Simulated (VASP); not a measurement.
# GaAs in VASP: further runs

The runs below take GaAs through single point, with PBEsol.

Everything below comes from runs of VASP 6.6.1. Logs are shortened: lines on timing, memory, paths and dates and some standing lists are left out, and cuts for length are marked.

## Step 1: The cell of the first run

The cell holds a slab with vacuum, 14 atoms: a = 4.001 Å, b = 5.658 Å, c = 27.003 Å, α = 90.00°, β = 90.00°, γ = 90.00°.

## Step 2: Single point, PBEsol

INCAR reads:

```
SYSTEM = GaAs
PREC = Accurate
ENCUT = 520
EDIFF = 1E-7
ISMEAR = 0
SIGMA = 0.05
LREAL = .FALSE.
LASPH = .TRUE.
NELM = 100
ALGO = Normal
ISIF = 2
LWAVE = .FALSE.
LCHARG = .FALSE.
LDIPOL = .TRUE.
IDIPOL = 3
DIPOL = 0.5 0.5 0.500
GGA = PS
NBANDS = 76
```

KPOINTS reads:

```
regular mesh
0
G
  9 6 1
  0 0 0
```

POSCAR reads:

```
GaAs
1.0
    4.0010046224      0.0000000000      0.0000000000
    0.0000000000      5.6582750001      0.0000000000
    0.0000000000      0.0000000000     27.0030138671
Ga As
7 7
Direct
    0.5000000000      0.5589065661      0.2947373004
    0.0000000000     -0.0193276157      0.3486395120
    0.5000000000      0.4870005610      0.4265402531
    0.0000000000     -0.0152582389      0.5000007826
    0.5000000000      0.4870082445      0.5734581406
    0.0000000000     -0.0193153571      0.6513631097
    0.5000000000      0.5589206187      0.7052610555
    0.0000000000      0.7676405288      0.2687938806
    0.5000000000      0.2321249956      0.3524789396
    0.0000000000      0.7387552868      0.4250777233
    0.5000000000      0.2349967919      0.4999992817
    0.0000000000      0.7387609237      0.5749235563
    0.5000000000      0.2321360784      0.6475191793
    0.0000000000      0.7676506163      0.7312072853
```

Potentials or basis: VASP PAW PBE potentials, release 64 (Ga_d, As).

Run with:

```sh
cat potpaw_PBE.64/Ga_d/POTCAR potpaw_PBE.64/As/POTCAR > POTCAR
mpirun -np 1 vasp_std > vasp.out
```

OUTCAR:

```text
SYSTEM = GaAs
   PREC = Accurate
   ENCUT = 520
   EDIFF = 1E-7
   ISMEAR = 0
   LREAL = .FALSE.
   LASPH = .TRUE.
   NELM = 100
   ISIF = 2
   GGA = PS

 ion  position               nearest neighbor table
   1  0.500  0.559  0.295-   9 2.42   8 2.43   8 2.43
   2  0.000  0.981  0.349-   9 2.46   9 2.46   8 2.47  10 2.48
   3  0.500  0.487  0.427-  11 2.44  10 2.46  10 2.46   9 2.47
   4  0.000  0.985  0.500-  11 2.45  11 2.45  12 2.46  10 2.46
   5  0.500  0.487  0.573-  11 2.44  12 2.46  12 2.46  13 2.47
   6  0.000  0.981  0.651-  13 2.46  13 2.46  14 2.47  12 2.48
   7  0.500  0.559  0.705-  13 2.42  14 2.43  14 2.43
   8  0.000  0.768  0.269-   1 2.43   1 2.43   2 2.47
   9  0.500  0.232  0.352-   1 2.42   2 2.46   2 2.46   3 2.47
  10  0.000  0.739  0.425-   4 2.46   3 2.46   3 2.46   2 2.48
  11  0.500  0.235  0.500-   3 2.44   5 2.44   4 2.45   4 2.45
  12  0.000  0.739  0.575-   4 2.46   5 2.46   5 2.46   6 2.48
  13  0.500  0.232  0.648-   7 2.42   6 2.46   6 2.46   5 2.47
  14  0.000  0.768  0.731-   7 2.43   7 2.43   6 2.47

  LATTYP: Found a simple orthorhombic cell.
 ALAT       =     4.0010046224
 B/A-ratio  =     1.4142135624
 C/A-ratio  =     6.7490584030

  Lattice vectors:

 A1 = (   4.0010046224,   0.0000000000,   0.0000000000)
 A2 = (   0.0000000000,   5.6582750001,   0.0000000000)
 A3 = (   0.0000000000,   0.0000000000,  27.0030138671)

Analysis of symmetry for initial positions (statically):
=====================================================================
 Subroutine PRICEL returns:
 Original cell was already a primitive cell.

 Routine SETGRP: Setting up the symmetry group for a
 simple orthorhombic supercell.

 Subroutine GETGRP returns: Found  2 space group operations
 (whereof  2 operations were pure point group operations)
 out of a pool of  8 trial point group operations.

The static configuration has the point symmetry C_1h.

Analysis of symmetry for dynamics (positions and initial velocities):
=====================================================================
 Subroutine PRICEL returns:
 Original cell was already a primitive cell.

 Routine SETGRP: Setting up the symmetry group for a
 simple orthorhombic supercell.

 Subroutine GETGRP returns: Found  2 space group operations
 (whereof  2 operations were pure point group operations)
 out of a pool of  8 trial point group operations.

The dynamic configuration has the point symmetry C_1h.

 Subroutine INISYM returns: Found  2 space group operations
 (whereof  2 operations are pure point group operations),
 and found     1 'primitive' translations

----------------------------------------------------------------------------------------

                                     Primitive cell

  volume of cell :     611.3154

  direct lattice vectors                    reciprocal lattice vectors
     4.001004622  0.000000000  0.000000000     0.249937227  0.000000000  0.000000000
     0.000000000  5.658275000  0.000000000     0.000000000  0.176732308  0.000000000
     0.000000000  0.000000000 27.003013867     0.000000000  0.000000000  0.037032903

  length of vectors
     4.001004622  5.658275000 27.003013867     0.249937227  0.176732308  0.037032903

  position of ions in fractional coordinates (direct lattice)
     0.500000000  0.558906566  0.294737300
     0.000000000  0.980672384  0.348639512
     0.500000000  0.487000561  0.426540253
     0.000000000  0.984741761  0.500000783
     0.500000000  0.487008244  0.573458141
     0.000000000  0.980684643  0.651363110
     0.500000000  0.558920619  0.705261056
     0.000000000  0.767640529  0.268793881
     0.500000000  0.232124996  0.352478940
     0.000000000  0.738755287  0.425077723
     0.500000000  0.234996792  0.499999282
     0.000000000  0.738760924  0.574923556
     0.500000000  0.232136078  0.647519179
     0.000000000  0.767650616  0.731207285

  ion indices of the primitive-cell ions
   primitive index   ion index
                 1           1
                 2           2
                 3           3
                 4           4
                 5           5
                 6           6
                 7           7
                 8           8
                 9           9
                10          10
                11          11
                12          12
                13          13
                14          14

----------------------------------------------------------------------------------------

 KPOINTS: regular mesh

Automatic generation of k-mesh.
 Grid dimensions read from file:
 generate k-points for:    9    6    1

 Generating k-lattice:

  Cartesian coordinates                     Fractional coordinates (reciprocal lattice)
     0.027770803  0.000000000  0.000000000     0.111111111  0.000000000  0.000000000
     0.000000000  0.029455385  0.000000000     0.000000000  0.166666667  0.000000000
     0.000000000  0.000000000  0.037032903     0.000000000  0.000000000  1.000000000

  Length of vectors
     0.027770803  0.029455385  0.037032903

  Shift w.r.t. Gamma in fractional coordinates (k-lattice)
     0.000000000  0.000000000  0.000000000

 Subroutine IBZKPT returns following result:
 ===========================================

 Found     20 irreducible k-points:

 Following reciprocal coordinates:
            Coordinates               Weight
  0.000000  0.000000  0.000000      1.000000
  0.111111  0.000000  0.000000      2.000000
  0.222222  0.000000  0.000000      2.000000
  0.333333  0.000000  0.000000      2.000000
  0.444444  0.000000  0.000000      2.000000
  0.000000  0.166667  0.000000      2.000000
[... 12 lines left out ...]
  0.333333  0.500000  0.000000      2.000000
  0.444444  0.500000  0.000000      2.000000
   k-points           NKPTS =     20   k-points in BZ     NKDIM =     20   number of bands    NBANDS=     76
   number of dos      NEDOS =    301   number of ions     NIONS =     14
   total plane-waves  NPLWV = 264600
   dimension x,y,z NGX =    30 NGY =   42 NGZ =  210
   dimension x,y,z NGXF=    60 NGYF=   84 NGZF=  420
   ions per type =               7   7
   NGX,Y,Z   is equivalent  to a cutoff of  12.47, 12.34, 12.93 a.u.
   NGXF,Y,Z  is equivalent  to a cutoff of  24.93, 24.68, 25.86 a.u.
 SYSTEM =  GaAs
   PREC   = accura    normal or accurate (medium, high low for compatibility)
   ISTART =      0    job   : 0-new  1-cont  2-samecut
   ICHARG =      2    charge: 1-file 2-atom 10-const
   ISPIN  =      1    spin polarized calculation?
   LNONCOLLINEAR =      F non collinear calculations
   LSORBIT =      F    spin-orbit coupling
   LASPH  =      T    aspherical Exc in radial PAW
   ENCUT  =  520.0 eV  38.22 Ry    6.18 a.u.   7.44 10.52 50.21*2*pi/ulx,y,z
   NELM   =    100;   NELMIN=  2; NELMDL= -5     # of ELM steps
   EDIFF  = 0.1E-06   stopping-criterion for ELM
   LREAL  =      F    real-space projection
   EDIFFG = 0.1E-05   stopping-criterion for IOM
   NSW    =      0    number of steps for IOM
   IBRION =     -1    ionic relax: 0-MD 1-quasi-New 2-CG
   NFREE  =      0    steps in history (QN), initial steepest desc. (CG)
   ISIF   =      2    stress and relaxation
   ISYM   =      2    0-nonsym 1-usesym 2-fastsym
   POTIM  = 0.5000    time-step for ionic-motion
   TEBEG  =    0.0;   TEEND  =   0.0 temperature during run
   PSTRESS=    0.0 pullay stress
   NELECT =     126.0000    total number of electrons
   NUPDOWN=      -1.0000    fix difference up-down
   EMIN   =  10.00;   EMAX   =-10.00  energy-range for DOS
   EFERMI =   0.00;   METHOD = LEGACY
   ISMEAR =     0;   SIGMA  =   0.05  broadening in eV -4-tet -1-fermi 0-gaus
   EFERMI_NEDOS =   21; number of points for ismear=-14 and -15
   IALGO  =     38    algorithm
   IMIX   =      4    mixing-type and parameters
     AMIX     =   0.40;   BMIX     =  1.00
     AMIX_MAG =   1.60;   BMIX_MAG =  1.00
  volume/ion in A,a.u.               =      43.67       294.67
  Fermi-wavevector in a.u.,A,eV,Ry     =   0.967037  1.827436 12.723640  0.935161
  Thomas-Fermi vector in A             =   2.096889
   LORBIT       =      0    0 simple, 1 ext, 2 COOP (PROOUT), +10 PAW based schemes
   GGA     = PS    functional components
   LHFCALC =     F    Hartree Fock is set to
   AEXX    =    0.0000 exact exchange contribution
   IVDW    =     0    specifies the selected vdW correction
   LEPSILON=     F    determine dielectric tensor
   LRPA    =     F    only Hartree local field effects (RPA)
 non-spin polarized calculation
 Gauss-broadening in eV      SIGMA  =   0.05
  energy-cutoff  :      520.00
  volume of cell :      611.32
 maximum number of plane-waves:     16511
 NGX is ok and might be reduce to    30
   NGX = 15   NGY = 21   NGZ =101

 dipolmoment           0.000000      0.000000      0.000052 electrons x Angstroem

 number of electron     126.0000034 magnetization

 dipolmoment           0.000000      0.000000     -0.000012 electrons x Angstroem

 Free energy of the ion-electron system (eV)
  ---------------------------------------------------
  ext. energy  EPLUGINS =         0.00000000
  ---------------------------------------------------
  free energy    TOTEN  =       -61.67500154 eV

  energy without entropy =      -61.67500154  energy(sigma->0) =      -61.67500154

 E-fermi :  -0.1904     XC(G=0):  -5.5696

 val. band max:       -0.4119113944   @ k =   0.0000   0.0000   0.0000
 cond. band min:       0.3325520383   @ k =   0.4444   0.0000   0.0000
 fundamental gap:      0.7444634327
 Fermi energy:        -0.1904008893

 k-point     1 :       0.0000    0.0000    0.0000
  band No.  band energies     occupation
      1     -15.3596      2.00000
      2     -15.3594      2.00000
      3     -15.2785      2.00000
      4     -15.2769      2.00000
      5     -15.2461      2.00000
      6     -15.2357      2.00000
[... 67 lines left out ...]
     74       3.3726      0.00000
     75       3.4672      0.00000

 k-point     2 :       0.1111    0.0000    0.0000
  band No.  band energies     occupation
      1     -15.3577      2.00000
      2     -15.3576      2.00000
      3     -15.2779      2.00000
      4     -15.2766      2.00000
      5     -15.2449      2.00000
      6     -15.2345      2.00000
[... 67 lines left out ...]
     74       3.0936      0.00000
     75       3.4470      0.00000

 k-point     3 :       0.2222    0.0000    0.0000
  band No.  band energies     occupation
      1     -15.3536      2.00000
      2     -15.3535      2.00000
      3     -15.2763      2.00000
      4     -15.2754      2.00000
      5     -15.2440      2.00000
      6     -15.2365      2.00000
[... 1315 lines left out ...]
     74       4.1408      0.00000
     75       4.3614      0.00000

 k-point    20 :       0.4444    0.5000    0.0000
  band No.  band energies     occupation
      1     -15.3405      2.00000
      2     -15.3402      2.00000
      3     -15.2671      2.00000
      4     -15.2664      2.00000
      5     -15.2585      2.00000
      6     -15.2582      2.00000
[... 67 lines left out ...]
     74       4.0858      0.00000
     75       4.1031      0.00000
 [bands above 75 left out]

------------------------ aborting loop because EDIFF is reached ----------------------------------------

 vacuum level on the upper side and lower side of the slab       (xc-potential included)        -0.057        -0.057

  FORCE on cell =-STRESS in cart. coord.  units (eV):
  Direction    XX          YY          ZZ          XY          YZ          ZX
  --------------------------------------------------------------------------------------
  -------------------------------------------------------------------------------------
  Total       -1.9550065     -0.5664959      0.2864590      0.0000000     -0.0012275      0.0000000
  in kB       -5.1238150     -1.4847113      0.7507714      0.0000000     -0.0032172      0.0000000
  external PRESSURE =      -1.9525850 kB  Pullay stress =       0.0000000 kB

 VOLUME and BASIS-vectors are now :
 -----------------------------------------------------------------------------
  energy-cutoff  :      520.00
  volume of cell :      611.32
      direct lattice vectors                 reciprocal lattice vectors
     4.001004622  0.000000000  0.000000000     0.249937227  0.000000000  0.000000000
     0.000000000  5.658275000  0.000000000     0.000000000  0.176732308  0.000000000
     0.000000000  0.000000000 27.003013867     0.000000000  0.000000000  0.037032903

 POSITION                                       TOTAL-FORCE (eV/Angst)
 -----------------------------------------------------------------------------------
      2.00050      3.16245      7.95880         0.000000     -0.007011      0.001353
      0.00000      5.54891      9.41432         0.000000     -0.000621      0.004088
      2.00050      2.75558     11.51787         0.000000      0.001089      0.002426
      0.00000      5.57194     13.50153         0.000000     -0.001596     -0.000122
      2.00050      2.75563     15.48510         0.000000      0.001003     -0.002612
      0.00000      5.54898     17.58877         0.000000     -0.000656     -0.004432
      2.00050      3.16253     19.04417         0.000000     -0.007106     -0.001308
      0.00000      4.34352      7.25824         0.000000      0.008883     -0.025184
      2.00050      1.31343      9.51799         0.000000     -0.005014     -0.005433
      0.00000      4.18008     11.47838         0.000000      0.002785      0.001755
      2.00050      1.32968     13.50149         0.000000      0.001595      0.000137
      0.00000      4.18011     15.52467         0.000000      0.002886     -0.001555
      2.00050      1.31349     17.48497         0.000000     -0.005016      0.005685
      0.00000      4.34358     19.74480         0.000000      0.008780      0.025203
 -----------------------------------------------------------------------------------
    total drift:                                0.000000      0.003907     -0.000014

  FREE ENERGIE OF THE ION-ELECTRON SYSTEM (eV)
  ---------------------------------------------------
  free  energy   TOTEN  =       -61.6750015428 eV

  energy  without entropy=      -61.6750015428  energy(sigma->0) =      -61.67500154

 vacuum level on the upper side and lower side of the slab         4.447         4.447
```

Run time: 23 min. Hardware: 1 thread of Intel Xeon 6975P-C (Granite Rapids), shared host; peak memory 0.96 GiB.

What came out:

```
Free energy            : -61.6750 eV
Largest force          : 0.027 eV/Å
Band gap on the k mesh : 0.74 eV (least direct gap 0.92 eV)
```

Forces on the atoms (eV/Å):
```
Ga   0.000 -0.007  0.001
Ga   0.000 -0.001  0.004
Ga   0.000  0.001  0.002
Ga   0.000 -0.002  0.000
Ga   0.000  0.001 -0.003
Ga   0.000 -0.001 -0.004
Ga   0.000 -0.007 -0.001
As   0.000  0.009 -0.025
As   0.000 -0.005 -0.005
As   0.000  0.003  0.002
As   0.000  0.002  0.000
As   0.000  0.003 -0.002
As   0.000 -0.005  0.006
As   0.000  0.009  0.025
```

Levels at points of the mesh, in eV from the valence-band top:
```
           k point  band 59  band 60  band 61  band 62  band 63  band 64  band 65  band 66  band 67  band 68
(0.00, 0.00, 0.00)    -0.56    -0.46    -0.35    -0.18     0.00     0.92     1.45     1.59     1.81     1.88
(0.00, 0.50, 0.00)    -1.21    -1.07    -1.02    -1.01    -0.81     0.91     1.25     1.43     1.81     2.04
```

Caveat: the PAW data sets were made with another functional, which shifts forces and pressure a little.

## Step 3: Single point, PBEsol

INCAR reads:

```
PREC = Accurate ; ENCUT = 520
EDIFF = 1E-6 ; ISMEAR = 0
SIGMA = 0.05 ; LREAL = False
LASPH = True ; NELM = 100
ALGO = Normal ; ISIF = 2
LWAVE = False ; LCHARG = False
LDIPOL = True ; IDIPOL = 3
DIPOL = 0.5 0.5 0.500 ; GGA = PS
NBANDS = 76
```

KPOINTS reads:

```
Automatic mesh
0
Gamma
  9 6 1
```

POSCAR reads:

```
GaAs
1.0
    4.0010046224      0.0000000000      0.0000000000
    0.0000000000      5.6582750001      0.0000000000
    0.0000000000      0.0000000000     27.0030138671
Ga As
7 7
Direct
    0.5000000000      0.5000000000      0.2777467744
    0.0000000000      0.0000000000      0.3518311829
    0.5000000000      0.5000000000      0.4259155915
    0.0000000000      0.0000000000      0.5000000000
    0.5000000000      0.5000000000      0.5740844085
    0.0000000000      0.0000000000      0.6481688171
    0.5000000000      0.5000000000      0.7222532256
    0.0000000000      0.7500000000      0.2777467744
    0.5000000000      0.2500000000      0.3518311829
    0.0000000000      0.7500000000      0.4259155915
    0.5000000000      0.2500000000      0.5000000000
    0.0000000000      0.7500000000      0.5740844085
    0.5000000000      0.2500000000      0.6481688171
    0.0000000000      0.7500000000      0.7222532256
```

Potentials or basis: VASP PAW PBE potentials, release 64 (Ga_d, As).

Run with:

```sh
cat potpaw_PBE.64/Ga_d/POTCAR potpaw_PBE.64/As/POTCAR > POTCAR
mpirun -np 1 vasp_std > vasp.out
```

It took 23 min on 1 thread of Intel Xeon 6975P-C (Granite Rapids), shared host; peak memory 0.96 GiB.

The run converged. Its results:

| Quantity | Value |
| --- | --- |
| Free energy | -60.2280 eV |
| Largest force | 1.643 eV/Å |
| Band gap on the k mesh | 0.14 eV (least direct gap 0.30 eV) |

Forces in eV/Å, atoms in the order of the input:
```
Ga   0.000  1.040  1.273
Ga   0.000 -0.362  0.258
Ga   0.000  0.335  0.130
Ga   0.000 -0.174  0.000
Ga   0.000  0.335 -0.130
Ga   0.000 -0.362 -0.258
Ga   0.000  1.040 -1.273
As   0.000 -0.200 -1.334
As   0.000 -0.627 -0.471
As   0.000 -0.015  0.047
As   0.000 -0.167  0.000
As   0.000 -0.015 -0.047
As   0.000 -0.627  0.471
As   0.000 -0.200  1.334
```

Levels at points of the mesh, in eV from the valence-band top:
| k point | band 59 | band 60 | band 61 | band 62 | band 63 | band 64 | band 65 | band 66 | band 67 | band 68 |
| --- | --- | --- | --- | --- | --- | --- | --- | --- | --- | --- |
| (0.00, 0.00, 0.00) | -0.51 | -0.50 | -0.14 | -0.09 | -0.02 | 0.30 | 1.07 | 1.58 | 1.96 | 2.08 |
| (0.00, 0.50, 0.00) | -1.26 | -0.87 | -0.85 | -0.45 | -0.34 | 0.38 | 0.50 | 1.48 | 1.70 | 2.05 |

Caveat: the PAW data sets were made with another functional, which shifts forces and pressure a little.
